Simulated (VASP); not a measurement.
# In (I4_1/amd) in VASP: relaxation of cell and atoms with LDA

Aim: the relaxation of cell and atoms of In with LDA.

Everything below comes from runs of VASP 6.6.1. Logs are shortened: lines on timing, memory, paths and dates and some standing lists are left out, and cuts for length are marked.

### 1 The cell of the first run

The structure is tetragonal, space group I4_1/amd (No. 141). The conventional cell has a = 5.632 Å, b = 5.632 Å, c = 2.959 Å, α = 90.00°, β = 90.00°, γ = 90.00°. In (site symmetry -4m2) has 10 In at 2.91 to 3.59 Å within 3.8 Å.

### 2 Relaxation of cell and atoms, LDA, target pressure 5 GPa, at which the enthalpy is minimised

Contents of INCAR:

```
SYSTEM = In
ALGO = Normal
EDIFF = 1E-7
EDIFFG = -0.005
ENCUT = 600
IBRION = 2
ISIF = 3
ISMEAR = -1
LASPH = .TRUE.
LCHARG = .FALSE.
LREAL = .FALSE.
LWAVE = .FALSE.
NELM = 60
NSW = 32
PREC = Accurate
PSTRESS = 50.0
SIGMA = 0.05
```

Contents of KPOINTS:

```
k-points
0
G
  14 14 14
  0 0 0
```

Contents of POSCAR:

```
In
1.0
   -2.8159465235      2.8159465235      1.4794054124
    2.8159465235     -2.8159465235      1.4794054124
    2.8159465235      2.8159465235     -1.4794054124
In
2
Direct
   -0.3750000000     -0.1250000000     -0.2500000000
    0.3750000000      0.1250000000      0.2500000000
```

Potentials or basis: VASP PAW LDA potentials, release 64 (In_d).

Run with:

```
$ cat potpaw_LDA.64/In_d/POTCAR > POTCAR
$ mpirun -np 1 vasp_std > vasp.out
```

OUTCAR:

```text
SYSTEM = In
   EDIFF = 1E-7
   EDIFFG = -0.005
   ENCUT = 600
   IBRION = 2
   ISIF = 3
   ISMEAR = -1
   LASPH = .TRUE.
   LREAL = .FALSE.
   NELM = 60
   NSW = 32
   PREC = Accurate
   PSTRESS = 50.0

 ion  position               nearest neighbor table
   1  0.625  0.875  0.750-   2 2.91   2 2.91   2 2.91   2 2.91   2 3.59   2 3.59   2 3.59   2 3.59

   2  0.375  0.125  0.250-   1 2.91   1 2.91   1 2.91   1 2.91   1 3.59   1 3.59   1 3.59   1 3.59

  LATTYP: Found a body centered tetragonal cell.
 ALAT       =     5.6318930470
 C/A-ratio  =     0.5253670125

  Lattice vectors:

 A1 = (  -2.8159465235,   2.8159465235,   1.4794054124)
 A2 = (   2.8159465235,  -2.8159465235,   1.4794054124)
 A3 = (   2.8159465235,   2.8159465235,  -1.4794054124)

Analysis of symmetry for initial positions (statically):
=====================================================================
 Subroutine PRICEL returns:
 Original cell was already a primitive cell.

 Routine SETGRP: Setting up the symmetry group for a
 body centered tetragonal supercell.

 Subroutine GETGRP returns: Found 16 space group operations
 (whereof  4 operations were pure point group operations)
 out of a pool of 16 trial point group operations.

The static configuration has the point symmetry C_2h.
 The point group associated with its full space group is D_4h.

Analysis of symmetry for dynamics (positions and initial velocities):
=====================================================================
 Subroutine PRICEL returns:
 Original cell was already a primitive cell.

 Routine SETGRP: Setting up the symmetry group for a
 body centered tetragonal supercell.

 Subroutine GETGRP returns: Found 16 space group operations
 (whereof  4 operations were pure point group operations)
 out of a pool of 16 trial point group operations.

The dynamic configuration has the point symmetry C_2h.
 The point group associated with its full space group is D_4h.

 Subroutine INISYM returns: Found 16 space group operations
 (whereof  4 operations are pure point group operations),
 and found     1 'primitive' translations

----------------------------------------------------------------------------------------

                                     Primitive cell

  volume of cell :      46.9241

  direct lattice vectors                    reciprocal lattice vectors
    -2.815946524  2.815946524  1.479405412     0.000000000  0.177560190  0.337973618
     2.815946524 -2.815946524  1.479405412     0.177560190  0.000000000  0.337973618
     2.815946524  2.815946524 -1.479405412     0.177560190  0.177560190  0.000000000

  length of vectors
     4.248264354  4.248264354  4.248264354     0.381777144  0.381777144  0.251108029

  position of ions in fractional coordinates (direct lattice)
     0.625000000  0.875000000  0.750000000
     0.375000000  0.125000000  0.250000000

  ion indices of the primitive-cell ions
   primitive index   ion index
                 1           1
                 2           2

----------------------------------------------------------------------------------------

 KPOINTS: k-points

Automatic generation of k-mesh.
 Grid dimensions read from file:
 generate k-points for:   14   14   14

 Generating k-lattice:

  Cartesian coordinates                     Fractional coordinates (reciprocal lattice)
     0.000000000  0.012682871  0.024140973     0.071428571  0.000000000  0.000000000
     0.012682871  0.000000000  0.024140973     0.000000000  0.071428571  0.000000000
     0.012682871  0.012682871  0.000000000     0.000000000  0.000000000  0.071428571

  Length of vectors
     0.027269796  0.027269796  0.017936288

  Shift w.r.t. Gamma in fractional coordinates (k-lattice)
     0.000000000  0.000000000  0.000000000

 Subroutine IBZKPT returns following result:
 ===========================================

 Found    244 irreducible k-points:

 Following reciprocal coordinates:
            Coordinates               Weight
  0.000000  0.000000  0.000000      1.000000
  0.071429  0.000000  0.000000      8.000000
  0.142857 -0.000000  0.000000      8.000000
  0.214286 -0.000000  0.000000      8.000000
  0.285714  0.000000  0.000000      8.000000
  0.357143 -0.000000  0.000000      8.000000
[... 16 lines left out ...]
  0.214286  0.142857  0.000000     16.000000
  0.285714  0.142857  0.000000     16.000000
 [... further k-points ...]
   k-points           NKPTS =    244   k-points in BZ     NKDIM =    244   number of bands    NBANDS=     17
   number of dos      NEDOS =    301   number of ions     NIONS =      2
   total plane-waves  NPLWV =  46656
   dimension x,y,z NGX =    36 NGY =   36 NGZ =   36
   dimension x,y,z NGXF=    72 NGYF=   72 NGZF=   72
   ions per type =               2
   NGX,Y,Z   is equivalent  to a cutoff of  14.09, 14.09, 14.09 a.u.
   NGXF,Y,Z  is equivalent  to a cutoff of  28.18, 28.18, 28.18 a.u.
 SYSTEM =  In
   PREC   = accura    normal or accurate (medium, high low for compatibility)
   ISTART =      0    job   : 0-new  1-cont  2-samecut
   ICHARG =      2    charge: 1-file 2-atom 10-const
   ISPIN  =      1    spin polarized calculation?
   LNONCOLLINEAR =      F non collinear calculations
   LSORBIT =      F    spin-orbit coupling
   LASPH  =      T    aspherical Exc in radial PAW
   ENCUT  =  600.0 eV  44.10 Ry    6.64 a.u.   8.48  8.48  8.48*2*pi/ulx,y,z
   NELM   =     60;   NELMIN=  2; NELMDL= -5     # of ELM steps
   EDIFF  = 0.1E-06   stopping-criterion for ELM
   LREAL  =      F    real-space projection
   EDIFFG = -.5E-02   stopping-criterion for IOM
   NSW    =     32    number of steps for IOM
   IBRION =      2    ionic relax: 0-MD 1-quasi-New 2-CG
   NFREE  =      1    steps in history (QN), initial steepest desc. (CG)
   ISIF   =      3    stress and relaxation
   ISYM   =      2    0-nonsym 1-usesym 2-fastsym
   POTIM  = 0.5000    time-step for ionic-motion
   TEBEG  =    0.0;   TEEND  =   0.0 temperature during run
   PSTRESS=   50.0 pullay stress
   NELECT =      26.0000    total number of electrons
   NUPDOWN=      -1.0000    fix difference up-down
   EMIN   =  10.00;   EMAX   =-10.00  energy-range for DOS
   EFERMI =   0.00;   METHOD = LEGACY
   ISMEAR =    -1;   SIGMA  =   0.05  broadening in eV -4-tet -1-fermi 0-gaus
   EFERMI_NEDOS =   21; number of points for ismear=-14 and -15
   IALGO  =     38    algorithm
   IMIX   =      4    mixing-type and parameters
     AMIX     =   0.40;   BMIX     =  1.00
     AMIX_MAG =   1.60;   BMIX_MAG =  1.00
  volume/ion in A,a.u.               =      23.46       158.33
  Fermi-wavevector in a.u.,A,eV,Ry     =   1.344623  2.540969 24.599492  1.808012
  Thomas-Fermi vector in A             =   2.472602
   LORBIT       =      0    0 simple, 1 ext, 2 COOP (PROOUT), +10 PAW based schemes
   GGA     = CA    functional components
   LHFCALC =     F    Hartree Fock is set to
   AEXX    =    0.0000 exact exchange contribution
   IVDW    =     0    specifies the selected vdW correction
   LEPSILON=     F    determine dielectric tensor
   LRPA    =     F    only Hartree local field effects (RPA)
 conjugate gradient relaxation of ions
 non-spin polarized calculation
  energy-cutoff  :      600.00
  volume of cell :       46.92
 maximum number of plane-waves:      1586
 NGX is ok and might be reduce to    36
   NGX = 17   NGY = 17   NGZ = 17

--------------------------------------- Ionic step        1  -------------------------------------------

 number of electron      26.0000000 magnetization

 Free energy of the ion-electron system (eV)
  ---------------------------------------------------
  ext. energy  EPLUGINS =         0.00000000
  ---------------------------------------------------
  free energy    TOTEN  =        -6.27055867 eV

  energy without entropy =       -6.26190786  energy(sigma->0) =       -6.26623327

------------------------ aborting loop because EDIFF is reached ----------------------------------------

  FORCE on cell =-STRESS in cart. coord.  units (eV):
  Direction    XX          YY          ZZ          XY          YZ          ZX
  --------------------------------------------------------------------------------------
  -------------------------------------------------------------------------------------
  Total        1.5112925      1.5112925      1.5007851     -0.0000000     -0.0000000      0.0000000
  in kB       51.6015918     51.6015918     51.2428265     -0.0000000     -0.0000000      0.0000000
  external PRESSURE =       1.4820034 kB  Pullay stress =      50.0000000 kB
[... 61 lines left out ...]
  enthalpy is  TOTEN    =        -4.8062286365 eV   P V=        1.4689898144

--------------------------------------- Ionic step        3  -------------------------------------------

 number of electron      26.0000002 magnetization

 Free energy of the ion-electron system (eV)
  ---------------------------------------------------
  ext. energy  EPLUGINS =         0.00000000
  ---------------------------------------------------
  free energy    TOTEN  =        -6.27422144 eV

  energy without entropy =       -6.26555288  energy(sigma->0) =       -6.26988716

 E-fermi :   8.3882     XC(G=0): -10.9954

 val. band max:        8.3878963696   @ k =   0.2857   0.2143   0.0000
 cond. band min:       8.3882291503   @ k =  -0.2143  -0.4286   0.0714
 fundamental gap:      0.0003327806
 Fermi energy:         8.3881548018

 k-point     1 :       0.0000    0.0000    0.0000
  band No.  band energies     occupation
      1      -6.7976      2.00000
      2      -6.6535      2.00000
      3      -6.5984      2.00000
      4      -6.5942      2.00000
      5      -6.0283      2.00000
      6      -6.0283      2.00000
[... 9 lines left out ...]
     16      17.0796      0.00000
     17      17.0796      0.00000
[... 443 lines left out ...]
      1      -6.6775      2.00000
      2      -6.5035      2.00000
      3      -6.3893      2.00000
      4      -6.3489      2.00000
      5      -6.2667      2.00000
      6      -6.2490      2.00000
[... 9 lines left out ...]
     16      12.9612      0.00000
     17      13.1266      0.00000

 [... further k-points ...]
[... 5 lines left out ...]
  --------------------------------------------------------------------------------------
  -------------------------------------------------------------------------------------
  Total        1.4683603      1.4683603      1.4602635      0.0000000     -0.0000000      0.0000000
  in kB       50.0127237     50.0127237     49.7369434      0.0000000     -0.0000000      0.0000000
  external PRESSURE =      -0.0792030 kB  Pullay stress =      50.0000000 kB
[... 17 lines left out ...]
  FREE ENERGIE OF THE ION-ELECTRON SYSTEM (eV)
  ---------------------------------------------------
  free  energy   TOTEN  =        -6.2742214405 eV

  energy  without entropy=       -6.2655528765  energy(sigma->0) =       -6.26988716

  enthalpy is  TOTEN    =        -4.8062346948 eV   P V=        1.4679867457

 reached required accuracy - stopping structural energy minimisation
```

It took 5.7 min on 1 thread of Intel Xeon 8259CL, shared host; peak memory 0.32 GiB.

Results:

- Free energy: -6.2742 eV
- Relaxed volume: 23.52 Å³/atom
- Relaxed cell: a = 4.252 Å, b = 4.252 Å, c = 4.252 Å, α = 96.96°, β = 96.96°, γ = 139.25°
- Space group after relaxing (to 0.1 Å): I4_1/amd (No. 141)
- Energy change on relaxing (the run minimises the enthalpy): -1.8 meV/atom
- Ionic steps: 3
- Pressure after relaxing: 5.0 GPa
- Band gap on the k mesh: zero (bands 13 and 14 overlap by 6.95 eV)

Step by step:
```
step  energy change (eV)  largest force (eV/Å)  pressure (GPa)  volume (Å³)
   1              0.0000                0.0000            5.15        46.92
   2             -0.0047                0.0000            4.93        47.07
   3             -0.0037                0.0000            4.99        47.04
```

Final structure:
```xyz
2
Lattice="-2.8184 2.8184 1.4804 2.8184 -2.8184 1.4804 2.8184 2.8184 -1.4804" Properties=species:S:1:pos:R:3 pbc="T T T"
In    2.8184    1.4092    1.1103
In    0.0000    1.4092    0.3701
```

Levels at points of the mesh, in eV from the Fermi level:
| k point | band 10 | band 11 | band 12 | band 13 | band 14 | band 15 | band 16 | band 17 |
| --- | --- | --- | --- | --- | --- | --- | --- | --- |
| (0.00, 0.00, 0.00) | -14.01 | -10.34 | -0.70 | -0.70 | -0.52 | 4.22 | 8.69 | 8.69 |
| (0.50, 0.00, 0.00) | -14.09 | -4.40 | -3.96 | -0.18 | 0.56 | 0.71 | 3.97 | 5.31 |
| (0.50, 0.50, 0.00) | -14.28 | -7.73 | -7.73 | 2.48 | 2.48 | 3.76 | 3.76 | 9.35 |
| (0.50, 0.50, 0.50) | -14.39 | -5.52 | -5.52 | -4.17 | -4.17 | 8.49 | 8.49 | 12.78 |

Caveat: the cell is relaxed towards a set pressure, so the run minimises the enthalpy, not the energy; spin-orbit coupling is left out, which moves the levels of the heavy elements.
